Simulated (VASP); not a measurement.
# Mg4Si in VASP: relaxation of the atoms with PBE

Aim: the relaxation of the atoms of Mg4Si with PBE.

All numbers are computed with VASP 6.6.1; they aren't measurements. Logs are shortened: lines on timing, memory, paths and dates and some standing lists are left out, and cuts for length are marked.

## Step 1: The cell of the first run

The cell holds a slab with vacuum, 5 atoms: a = 3.210 Å, b = 3.210 Å, c = 23.215 Å, α = 90.00°, β = 90.00°, γ = 120.00°.

## Step 2: Relaxation of the atoms, PBE

The input, INCAR:

```
PREC = Accurate
ENCUT = 520
EDIFF = 1E-6
ISMEAR = 0
SIGMA = 0.1
LREAL = False
LASPH = True
NELM = 80
ALGO = Normal
ISIF = 2
LWAVE = False
LCHARG = False
LDIPOL = True
IDIPOL = 3
DIPOL = 0.5 0.5 0.389
GGA = PE
IBRION = 2
NSW = 36
EDIFFG = -0.025
```

The input, KPOINTS:

```
regular mesh
0
Gamma
  9 9 1
```

The input, POSCAR:

```
Mg4Si
1.0
    3.2100692859      0.0000000000      0.0000000000
   -1.6050346429      2.7800015495      0.0000000000
    0.0000000000      0.0000000000     23.2147784313
Mg Si
4 1
Selective dynamics
Direct
    0.6666666667      0.3333333333      0.1723040352  F F F
    0.3333333333      0.6666666667      0.2829644272  F F F
    0.6666666667      0.3333333333      0.3920793237  F F F
    0.3333333333      0.6666666667      0.5046258988  F F F
    0.3333333333      1.1666666667      0.5932153042  F F T
```

Potentials or basis: VASP PAW PBE potentials, release 64 (Mg, Si).

Run with:

```console
cat potpaw_PBE.64/Mg/POTCAR potpaw_PBE.64/Si/POTCAR > POTCAR
mpirun -np 1 vasp_std > vasp.out
```

OUTCAR:

```text
PREC = Accurate
   ENCUT = 520
   EDIFF = 1E-6
   ISMEAR = 0
   LREAL = False
   LASPH = True
   NELM = 80
   ISIF = 2
   GGA = PE
   IBRION = 2
   NSW = 36
   EDIFFG = -0.025

 ion  position               nearest neighbor table
   1  0.667  0.333  0.172-   2 3.17   2 3.17   2 3.17
   2  0.333  0.667  0.283-   3 3.14   3 3.14   3 3.14   1 3.17   1 3.17   1 3.17
   3  0.667  0.333  0.392-   2 3.14   2 3.14   2 3.14   4 3.20   4 3.20   4 3.20
   4  0.333  0.667  0.505-   5 2.61   5 2.61   3 3.20   3 3.20   3 3.20
   5  0.333  0.167  0.593-   4 2.61   4 2.61

  LATTYP: Found a hexagonal cell.
 ALAT       =     3.2100692859
 C/A-ratio  =     7.2318621075

  Lattice vectors:

 A1 = (   3.2100692859,   0.0000000000,   0.0000000000)
 A2 = (  -1.6050346429,   2.7800015495,   0.0000000000)
 A3 = (   0.0000000000,   0.0000000000,  23.2147784313)

Analysis of symmetry for initial positions (statically):
=====================================================================
 Subroutine PRICEL returns:
 Original cell was already a primitive cell.

 Routine SETGRP: Setting up the symmetry group for a
 hexagonal supercell.

 Subroutine GETGRP returns: Found  2 space group operations
 (whereof  2 operations were pure point group operations)
 out of a pool of 24 trial point group operations.

The static configuration has the point symmetry C_1h.

Analysis of symmetry for dynamics (positions and initial velocities):
=====================================================================
 Subroutine PRICEL returns:
 Original cell was already a primitive cell.

 Routine SETGRP: Setting up the symmetry group for a
 hexagonal supercell.

 Subroutine GETGRP returns: Found  2 space group operations
 (whereof  2 operations were pure point group operations)
 out of a pool of 24 trial point group operations.

The dynamic configuration has the point symmetry C_1h.

Analysis of constrained symmetry for selective dynamics:
=====================================================================
 Subroutine PRICEL returns:
 Original cell was already a primitive cell.

 Routine SETGRP: Setting up the symmetry group for a
 hexagonal supercell.

 Subroutine GETGRP returns: Found  2 space group operations
 (whereof  2 operations were pure point group operations)
 out of a pool of 24 trial point group operations.

The constrained configuration has the point symmetry C_1h.

 Subroutine INISYM returns: Found  2 space group operations
 (whereof  2 operations are pure point group operations),
 and found     1 'primitive' translations

----------------------------------------------------------------------------------------

                                     Primitive cell

  volume of cell :     207.1686

  direct lattice vectors                    reciprocal lattice vectors
     3.210069286  0.000000000  0.000000000     0.311519756  0.179856015  0.000000000
    -1.605034643  2.780001550  0.000000000     0.000000000  0.359712030  0.000000000
     0.000000000  0.000000000 23.214778431     0.000000000  0.000000000  0.043076009

  length of vectors
     3.210069286  3.210069286 23.214778431     0.359712030  0.359712030  0.043076009

  position of ions in fractional coordinates (direct lattice)
     0.666666667  0.333333333  0.172304035
     0.333333333  0.666666667  0.282964427
     0.666666667  0.333333333  0.392079324
     0.333333333  0.666666667  0.504625899
     0.333333333  0.166666667  0.593215304

  ion indices of the primitive-cell ions
   primitive index   ion index
                 1           1
                 2           2
                 3           3
                 4           4
                 5           5

----------------------------------------------------------------------------------------

 KPOINTS: regular mesh

Automatic generation of k-mesh.
 Grid dimensions read from file:
 generate k-points for:    9    9    1

 Generating k-lattice:

  Cartesian coordinates                     Fractional coordinates (reciprocal lattice)
     0.034613306  0.019984002  0.000000000     0.111111111  0.000000000  0.000000000
     0.000000000  0.039968003  0.000000000     0.000000000  0.111111111  0.000000000
     0.000000000  0.000000000  0.043076009     0.000000000  0.000000000  1.000000000

  Length of vectors
     0.039968003  0.039968003  0.043076009

  Shift w.r.t. Gamma in fractional coordinates (k-lattice)
     0.000000000  0.000000000  0.000000000

 Subroutine IBZKPT returns following result:
 ===========================================

 Found     25 irreducible k-points:

 Following reciprocal coordinates:
            Coordinates               Weight
  0.000000  0.000000  0.000000      1.000000
  0.111111  0.000000  0.000000      2.000000
  0.000000  0.111111  0.000000      4.000000
  0.222222 -0.000000  0.000000      2.000000
  0.000000  0.222222  0.000000      4.000000
  0.333333  0.000000  0.000000      2.000000
[... 16 lines left out ...]
 -0.222222 -0.444444  0.000000      4.000000
  0.444444  0.333333  0.000000      4.000000
   k-points           NKPTS =     25   k-points in BZ     NKDIM =     25   number of bands    NBANDS=     10
   number of dos      NEDOS =    301   number of ions     NIONS =      5
   total plane-waves  NPLWV = 103680
   dimension x,y,z NGX =    24 NGY =   24 NGZ =  180
   dimension x,y,z NGXF=    48 NGYF=   48 NGZF=  360
   ions per type =               4   1
   NGX,Y,Z   is equivalent  to a cutoff of  12.43, 12.43, 12.89 a.u.
   NGXF,Y,Z  is equivalent  to a cutoff of  24.86, 24.86, 25.78 a.u.
 SYSTEM =  unknown system
   PREC   = accura    normal or accurate (medium, high low for compatibility)
   ISTART =      0    job   : 0-new  1-cont  2-samecut
   ICHARG =      2    charge: 1-file 2-atom 10-const
   ISPIN  =      1    spin polarized calculation?
   LNONCOLLINEAR =      F non collinear calculations
   LSORBIT =      F    spin-orbit coupling
   LASPH  =      T    aspherical Exc in radial PAW
   ENCUT  =  520.0 eV  38.22 Ry    6.18 a.u.   5.97  5.97 43.16*2*pi/ulx,y,z
   NELM   =     80;   NELMIN=  2; NELMDL= -5     # of ELM steps
   EDIFF  = 0.1E-05   stopping-criterion for ELM
   LREAL  =      F    real-space projection
   EDIFFG = -.3E-01   stopping-criterion for IOM
   NSW    =     36    number of steps for IOM
   IBRION =      2    ionic relax: 0-MD 1-quasi-New 2-CG
   NFREE  =      1    steps in history (QN), initial steepest desc. (CG)
   ISIF   =      2    stress and relaxation
   ISYM   =      2    0-nonsym 1-usesym 2-fastsym
   POTIM  = 0.5000    time-step for ionic-motion
   TEBEG  =    0.0;   TEEND  =   0.0 temperature during run
   PSTRESS=    0.0 pullay stress
   NELECT =      12.0000    total number of electrons
   NUPDOWN=      -1.0000    fix difference up-down
   EMIN   =  10.00;   EMAX   =-10.00  energy-range for DOS
   EFERMI =   0.00;   METHOD = LEGACY
   ISMEAR =     0;   SIGMA  =   0.10  broadening in eV -4-tet -1-fermi 0-gaus
   EFERMI_NEDOS =   21; number of points for ismear=-14 and -15
   IALGO  =     38    algorithm
   IMIX   =      4    mixing-type and parameters
     AMIX     =   0.40;   BMIX     =  1.00
     AMIX_MAG =   1.60;   BMIX_MAG =  1.00
  volume/ion in A,a.u.               =      41.43       279.61
  Fermi-wavevector in a.u.,A,eV,Ry     =   0.633423  1.196996  5.458996  0.401225
  Thomas-Fermi vector in A             =   1.697074
   LORBIT       =      0    0 simple, 1 ext, 2 COOP (PROOUT), +10 PAW based schemes
   GGA     = PE    functional components
   LHFCALC =     F    Hartree Fock is set to
   AEXX    =    0.0000 exact exchange contribution
   IVDW    =     0    specifies the selected vdW correction
   LEPSILON=     F    determine dielectric tensor
   LRPA    =     F    only Hartree local field effects (RPA)
 conjugate gradient relaxation of ions
 non-spin polarized calculation
 Gauss-broadening in eV      SIGMA  =   0.10
  energy-cutoff  :      520.00
  volume of cell :      207.17
 maximum number of plane-waves:      5628
   NGX = 11   NGY = 11   NGZ = 87

 dipolmoment           0.000000      0.000000     -0.000018 electrons x Angstroem

--------------------------------------- Ionic step        1  -------------------------------------------

 number of electron      12.0000000 magnetization

 Free energy of the ion-electron system (eV)
  ---------------------------------------------------
  ext. energy  EPLUGINS =         0.00000000
  ---------------------------------------------------
  free energy    TOTEN  =        -9.79457722 eV

  energy without entropy =       -9.77877368  energy(sigma->0) =       -9.78667545

------------------------ aborting loop because EDIFF is reached ----------------------------------------

  FORCE on cell =-STRESS in cart. coord.  units (eV):
  Direction    XX          YY          ZZ          XY          YZ          ZX
  --------------------------------------------------------------------------------------
  -------------------------------------------------------------------------------------
  Total       -2.6429454     -1.8406554      1.8916131     -0.6948036      0.1165499      0.2018703
  in kB      -20.4397129    -14.2350526     14.6291441     -5.3733934      0.9013601      1.5612014
  external PRESSURE =      -6.6818738 kB  Pullay stress =       0.0000000 kB
[... 104 lines left out ...]
--------------------------------------- Ionic step        4  -------------------------------------------

 number of electron      12.0000000 magnetization

 dipolmoment           0.000000      0.000000      0.061076 electrons x Angstroem

 Free energy of the ion-electron system (eV)
  ---------------------------------------------------
  ext. energy  EPLUGINS =         0.00000000
  ---------------------------------------------------
  free energy    TOTEN  =        -9.86214127 eV

  energy without entropy =       -9.85185029  energy(sigma->0) =       -9.85699578

 E-fermi :  -0.2367     XC(G=0):  -5.4167

 val. band max:       -0.2397080750   @ k =   0.4444   0.1111   0.0000
 cond. band min:      -0.1933878170   @ k =   0.4444  -0.0000   0.0000
 fundamental gap:      0.0463202580
 Fermi energy:        -0.2367124147

 k-point     1 :       0.0000    0.0000    0.0000
  band No.  band energies     occupation
      1      -9.5274      2.00000
      2      -6.7798      2.00000
      3      -5.8996      2.00000
      4      -4.6309      2.00000
      5      -3.0957      2.00000
      6      -1.5837      2.00000
      7       0.5920      0.00000
      8       2.4575      0.00000
      9       3.4840      0.00000
     10       4.6828      0.00000
[... 287 lines left out ...]
 k-point    24 :       0.4444    0.3333    0.0000
  band No.  band energies     occupation
      1      -5.8374      2.00000
      2      -2.7269      2.00000
      3      -2.3152      2.00000
      4      -1.5313      2.00000
      5      -0.6551      2.00000
      6      -0.4554      1.99802
      7      -0.3333      1.82796
      8       0.6212      0.00000
      9       0.9097      0.00000
     10       1.5547      0.00000

 [... further k-points ...]

------------------------ aborting loop because EDIFF is reached ----------------------------------------

 vacuum level on the upper side and lower side of the slab       (xc-potential included)         0.229        -0.994

  FORCE on cell =-STRESS in cart. coord.  units (eV):
  Direction    XX          YY          ZZ          XY          YZ          ZX
  --------------------------------------------------------------------------------------
  -------------------------------------------------------------------------------------
  Total       -2.8266689     -2.6037883      0.0858720     -0.1930203      0.0978087      0.1694096
  in kB      -21.8605727    -20.1368839      0.6641074     -1.4927583      0.7564216      1.3101606
  external PRESSURE =     -13.7777831 kB  Pullay stress =       0.0000000 kB
[... 20 lines left out ...]
  FREE ENERGIE OF THE ION-ELECTRON SYSTEM (eV)
  ---------------------------------------------------
  free  energy   TOTEN  =        -9.8621412674 eV

  energy  without entropy=       -9.8518502946  energy(sigma->0) =       -9.85699578

 reached required accuracy - stopping structural energy minimisation

 vacuum level on the upper side and lower side of the slab         4.294         3.071
```

Wall time 3.4 min (1 thread of Intel Xeon Platinum 8488C (Sapphire Rapids), shared host); peak memory 0.35 GiB.

Results:

```
Free energy               : -9.8621 eV
Energy gained by relaxing : 13.5 meV/atom
Ionic steps               : 4
Band gap on the k mesh    : zero (bands 6 and 7 overlap by 0.26 eV)
```

The path:
| step | energy change (eV) | largest force on free atoms (eV/Å) | pressure (GPa) |
| --- | --- | --- | --- |
| 1 | 0.0000 | 0.7511 | -0.67 |
| 2 | -0.0243 | 0.5922 | -0.83 |
| 3 | -0.0645 | 0.1554 | -1.26 |
| 4 | -0.0676 | 0.0067 | -1.38 |

Final structure:
```yaml
crystal:
  lattice:
    - [3.21007, 0.00000, 0.00000]
    - [-1.60503, 2.78000, 0.00000]
    - [0.00000, 0.00000, 23.21478]
  atoms:
    - { symbol: Mg, position: [0.66667, 0.33333, 0.17230] }
    - { symbol: Mg, position: [0.33333, 0.66667, 0.28296] }
    - { symbol: Mg, position: [0.66667, 0.33333, 0.39208] }
    - { symbol: Mg, position: [0.33333, 0.66667, 0.50463] }
    - { symbol: Si, position: [0.33333, 0.16667, 0.60112] }
```
